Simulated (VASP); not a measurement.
# Pt (Fm-3m) in VASP: relaxation of cell and atoms with LDA

Aim: the relaxation of cell and atoms of Pt with LDA.

Program: VASP 6.6.1. These are calculated values, not measurements. Logs are shortened: lines on timing, memory, paths and dates and some standing lists are left out, and cuts for length are marked.

## Step 1: The cell of the first run

It takes space group Fm-3m (No. 225, cubic). Conventional cell: a = 3.891 Å, b = 3.891 Å, c = 3.891 Å, α = 90.00°, β = 90.00°, γ = 90.00°. Pt (site symmetry m-3m) has 12 Pt at 2.75 Å within 3.6 Å.

## Step 2: Relaxation of cell and atoms, LDA

Contents of INCAR:

```
SYSTEM = Pt
PREC = Accurate
ENCUT = 600
EDIFF = 1E-7
ISMEAR = 0
SIGMA = 0.1
LREAL = .FALSE.
LASPH = .TRUE.
NELM = 100
ALGO = Normal
ISIF = 3
LWAVE = .FALSE.
LCHARG = .FALSE.
GGA = CA
IBRION = 2
NSW = 100
EDIFFG = -0.005
ISYM = 0
```

Contents of KPOINTS:

```
Automatic mesh
0
G
  18 18 18
  0 0 0
```

Contents of POSCAR:

```
Pt
1.0
    0.0000000000      1.9457172374      1.9457172374
    1.9457172374      0.0000000000      1.9457172374
    1.9457172374      1.9457172374      0.0000000000
Pt
1
Direct
    0.0000000000      0.0000000000      0.0000000000
```

Potentials or basis: VASP PAW LDA potentials, release 64 (Pt).

On the command line:

```
$ cat potpaw_LDA.64/Pt/POTCAR > POTCAR
$ mpirun -np 1 vasp_std > vasp.out
```

OUTCAR:

```text
SYSTEM = Pt
   PREC = Accurate
   ENCUT = 600
   EDIFF = 1E-7
   ISMEAR = 0
   LREAL = .FALSE.
   LASPH = .TRUE.
   NELM = 100
   ISIF = 3
   GGA = CA
   IBRION = 2
   NSW = 100
   EDIFFG = -0.005
   ISYM = 0

 ion  position               nearest neighbor table
   1  0.000  0.000  0.000-

IMPORTANT INFORMATION: All symmetrisations will be switched off!
NOSYMM: (Re-)initialisation of all symmetry stuff for point group C_1.

----------------------------------------------------------------------------------------

                                     Primitive cell

  volume of cell :      14.7323

  direct lattice vectors                    reciprocal lattice vectors
     0.000000000  1.945717237  1.945717237    -0.256974647  0.256974647  0.256974647
     1.945717237  0.000000000  1.945717237     0.256974647 -0.256974647  0.256974647
     1.945717237  1.945717237  0.000000000     0.256974647  0.256974647 -0.256974647

  length of vectors
     2.751659706  2.751659706  2.751659706     0.445093145  0.445093145  0.445093145

  position of ions in fractional coordinates (direct lattice)
     0.000000000  0.000000000  0.000000000

  ion indices of the primitive-cell ions
   primitive index   ion index
                 1           1

----------------------------------------------------------------------------------------

 KPOINTS: Automatic mesh

Automatic generation of k-mesh.
 Grid dimensions read from file:
 generate k-points for:   18   18   18

 Generating k-lattice:

  Cartesian coordinates                     Fractional coordinates (reciprocal lattice)
    -0.014276369  0.014276369  0.014276369     0.055555556  0.000000000  0.000000000
     0.014276369 -0.014276369  0.014276369     0.000000000  0.055555556  0.000000000
     0.014276369  0.014276369 -0.014276369     0.000000000  0.000000000  0.055555556

  Length of vectors
     0.024727397  0.024727397  0.024727397

  Shift w.r.t. Gamma in fractional coordinates (k-lattice)
     0.000000000  0.000000000  0.000000000

 Subroutine IBZKPT returns following result:
 ===========================================

 Found   2920 irreducible k-points:

 Following reciprocal coordinates:
            Coordinates               Weight
  0.000000  0.000000  0.000000      1.000000
  0.055556  0.000000  0.000000      2.000000
  0.000000  0.055556  0.000000      2.000000
  0.000000  0.000000  0.055556      2.000000
  0.055556  0.055556  0.055556      2.000000
  0.111111  0.000000  0.000000      2.000000
[... 16 lines left out ...]
  0.000000  0.333333  0.000000      2.000000
  0.000000  0.000000  0.333333      2.000000
 [... further k-points ...]
   k-points           NKPTS =   2920   k-points in BZ     NKDIM =   2920   number of bands    NBANDS=      9
   number of dos      NEDOS =    301   number of ions     NIONS =      1
   total plane-waves  NPLWV =  13824
   dimension x,y,z NGX =    24 NGY =   24 NGZ =   24
   dimension x,y,z NGXF=    48 NGYF=   48 NGZF=   48
   ions per type =               1
   NGX,Y,Z   is equivalent  to a cutoff of  14.50, 14.50, 14.50 a.u.
   NGXF,Y,Z  is equivalent  to a cutoff of  29.00, 29.00, 29.00 a.u.
 SYSTEM =  Pt
   PREC   = accura    normal or accurate (medium, high low for compatibility)
   ISTART =      0    job   : 0-new  1-cont  2-samecut
   ICHARG =      2    charge: 1-file 2-atom 10-const
   ISPIN  =      1    spin polarized calculation?
   LNONCOLLINEAR =      F non collinear calculations
   LSORBIT =      F    spin-orbit coupling
   LASPH  =      T    aspherical Exc in radial PAW
   ENCUT  =  600.0 eV  44.10 Ry    6.64 a.u.   5.50  5.50  5.50*2*pi/ulx,y,z
   NELM   =    100;   NELMIN=  2; NELMDL= -5     # of ELM steps
   EDIFF  = 0.1E-06   stopping-criterion for ELM
   LREAL  =      F    real-space projection
   EDIFFG = -.5E-02   stopping-criterion for IOM
   NSW    =    100    number of steps for IOM
   IBRION =      2    ionic relax: 0-MD 1-quasi-New 2-CG
   NFREE  =      1    steps in history (QN), initial steepest desc. (CG)
   ISIF   =      3    stress and relaxation
   ISYM   =      0    0-nonsym 1-usesym 2-fastsym
   POTIM  = 0.5000    time-step for ionic-motion
   TEBEG  =    0.0;   TEEND  =   0.0 temperature during run
   PSTRESS=    0.0 pullay stress
   NELECT =      10.0000    total number of electrons
   NUPDOWN=      -1.0000    fix difference up-down
   EMIN   =  10.00;   EMAX   =-10.00  energy-range for DOS
   EFERMI =   0.00;   METHOD = LEGACY
   ISMEAR =     0;   SIGMA  =   0.10  broadening in eV -4-tet -1-fermi 0-gaus
   EFERMI_NEDOS =   21; number of points for ismear=-14 and -15
   IALGO  =     38    algorithm
   IMIX   =      4    mixing-type and parameters
     AMIX     =   0.40;   BMIX     =  1.00
     AMIX_MAG =   1.60;   BMIX_MAG =  1.00
  volume/ion in A,a.u.               =      14.73        99.42
  Fermi-wavevector in a.u.,A,eV,Ry     =   1.438749  2.718842 28.164051  2.069999
  Thomas-Fermi vector in A             =   2.557681
   LORBIT       =      0    0 simple, 1 ext, 2 COOP (PROOUT), +10 PAW based schemes
   GGA     = CA    functional components
   LHFCALC =     F    Hartree Fock is set to
   AEXX    =    0.0000 exact exchange contribution
   IVDW    =     0    specifies the selected vdW correction
   LEPSILON=     F    determine dielectric tensor
   LRPA    =     F    only Hartree local field effects (RPA)
 conjugate gradient relaxation of ions
 non-spin polarized calculation
 Gauss-broadening in eV      SIGMA  =   0.10
  energy-cutoff  :      600.00
  volume of cell :       14.73
 maximum number of plane-waves:       531
 NGX is ok and might be reduce to    24
   NGX = 11   NGY = 11   NGZ = 11

--------------------------------------- Ionic step        1  -------------------------------------------

 number of electron      10.0000000 magnetization

 number of electron       9.9999999 magnetization

 Free energy of the ion-electron system (eV)
  ---------------------------------------------------
  ext. energy  EPLUGINS =         0.00000000
  ---------------------------------------------------
  free energy    TOTEN  =        -7.50689258 eV

  energy without entropy =       -7.49661468  energy(sigma->0) =       -7.50175363

------------------------ aborting loop because EDIFF is reached ----------------------------------------

  FORCE on cell =-STRESS in cart. coord.  units (eV):
  Direction    XX          YY          ZZ          XY          YZ          ZX
  --------------------------------------------------------------------------------------
  -------------------------------------------------------------------------------------
  Total        0.1301225      0.1301226      0.1301223     -0.0000003     -0.0000000     -0.0000012
  in kB       14.1512129     14.1512323     14.1511915     -0.0000360     -0.0000045     -0.0001306
  external PRESSURE =      14.1512122 kB  Pullay stress =       0.0000000 kB

 VOLUME and BASIS-vectors are now :
 -----------------------------------------------------------------------------
  energy-cutoff  :      600.00
  volume of cell :       14.73
      direct lattice vectors                 reciprocal lattice vectors
     0.000000000  1.945717237  1.945717237    -0.256974647  0.256974647  0.256974647
     1.945717237  0.000000000  1.945717237     0.256974647 -0.256974647  0.256974647
     1.945717237  1.945717237  0.000000000     0.256974647  0.256974647 -0.256974647
[... 36 lines left out ...]
 POSITION                                       TOTAL-FORCE (eV/Angst)
 -----------------------------------------------------------------------------------
      1.95793      1.95793      3.91586        -0.000000     -0.000000      0.000000
 -----------------------------------------------------------------------------------
    total drift:                               -0.000000     -0.000000      0.000000

  FREE ENERGIE OF THE ION-ELECTRON SYSTEM (eV)
  ---------------------------------------------------
  free  energy   TOTEN  =        -7.5043601249 eV

  energy  without entropy=       -7.4937593357  energy(sigma->0) =       -7.49905973

--------------------------------------- Ionic step        3  -------------------------------------------

 number of electron       9.9999999 magnetization

 Free energy of the ion-electron system (eV)
  ---------------------------------------------------
  ext. energy  EPLUGINS =         0.00000000
  ---------------------------------------------------
  free energy    TOTEN  =        -7.50718645 eV

  energy without entropy =       -7.49682970  energy(sigma->0) =       -7.50200808

 E-fermi :  11.5126     XC(G=0): -13.7971

 val. band max:       11.5077814881   @ k =   0.3333   0.4444  -0.2778
 cond. band min:      11.5255782576   @ k =   0.3889   0.0000   0.2222
 fundamental gap:      0.0177967695
 Fermi energy:        11.5125791197

 k-point     1 :       0.0000    0.0000    0.0000
  band No.  band energies     occupation
      1       1.0512      2.00000
      2       7.5713      2.00000
      3       7.5713      2.00000
      4       7.5713      2.00000
      5       9.8320      2.00000
      6       9.8320      2.00000
      7      26.0763      0.00000
      8      31.1044      0.00000
      9      31.1044      0.00000

 k-point     2 :       0.0556    0.0000    0.0000
  band No.  band energies     occupation
      1       1.1782      2.00000
      2       7.5132      2.00000
      3       7.6228      2.00000
      4       7.6228      2.00000
      5       9.8022      2.00000
      6       9.8022      2.00000
      7      26.2788      0.00000
      8      30.4464      0.00000
      9      31.3034      0.00000
[... 253 lines left out ...]
 k-point    24 :       0.0000    0.0000    0.3333
  band No.  band energies     occupation
      1       3.7908      2.00000
      2       7.7833      2.00000
      3       7.7833      2.00000
      4       8.1036      2.00000
      5      10.6525      2.00000
      6      10.6525      2.00000
      7      21.9619      0.00000
      8      26.9109      0.00000
      9      33.0236      0.00000

 [... further k-points ...]
[... 5 lines left out ...]
  --------------------------------------------------------------------------------------
  -------------------------------------------------------------------------------------
  Total       -0.0007551     -0.0007551     -0.0007558     -0.0000001     -0.0000002      0.0000000
  in kB       -0.0817466     -0.0817473     -0.0818208     -0.0000154     -0.0000170      0.0000041
  external PRESSURE =      -0.0817716 kB  Pullay stress =       0.0000000 kB

 VOLUME and BASIS-vectors are now :
 -----------------------------------------------------------------------------
  energy-cutoff  :      600.00
  volume of cell :       14.80
      direct lattice vectors                 reciprocal lattice vectors
    -0.000000035  1.948685733  1.948685725    -0.256583185  0.256583188  0.256583187
     1.948685703 -0.000000008  1.948685698     0.256583192 -0.256583188  0.256583194
     1.948685723  1.948685727 -0.000000028     0.256583187  0.256583190 -0.256583186

 POSITION                                       TOTAL-FORCE (eV/Angst)
 -----------------------------------------------------------------------------------
      1.94869      1.94869      3.89737        -0.000000     -0.000000      0.000000
 -----------------------------------------------------------------------------------
    total drift:                               -0.000000     -0.000000      0.000000

  FREE ENERGIE OF THE ION-ELECTRON SYSTEM (eV)
  ---------------------------------------------------
  free  energy   TOTEN  =        -7.5071864528 eV

  energy  without entropy=       -7.4968297048  energy(sigma->0) =       -7.50200808

 reached required accuracy - stopping structural energy minimisation
```

Wall time 17 min (1 thread of Oxide Virtual Turin-like, shared host); peak memory 0.61 GiB.

Results:

```yaml
Free_energy: -7.5072 eV
Relaxed_volume: 14.80 Å³/atom
Relaxed_cell: a = 2.756 Å, b = 2.756 Å, c = 2.756 Å, α = 60.00°, β = 60.00°, γ = 60.00°
Space_group_after_relaxing_to_0.1_Å: Fm-3m (No. 225)
Energy_gained_by_relaxing: 0.3 meV/atom
Ionic_steps: 3
Pressure_after_relaxing: 0.0 GPa
Band_gap_on_the_k_mesh: zero (bands 5 and 6 overlap by 2.30 eV)
```

Step by step:
```tsv
step	energy change (eV)	largest force (eV/Å)	pressure (GPa)	volume (Å³)
1	0.0000	0.0000	1.42	14.73
2	0.0025	0.0000	-4.21	15.01
3	-0.0003	0.0000	-0.01	14.80
```

Final structure:
```yaml
crystal:
  lattice:
    - [0.00000, 1.94869, 1.94869]
    - [1.94869, 0.00000, 1.94869]
    - [1.94869, 1.94869, 0.00000]
  atoms:
    - { symbol: Pt, position: [0.00000, 0.00000, 0.00000] }
```

Caveat: spin-orbit coupling is left out, which moves the levels of the heavy elements.
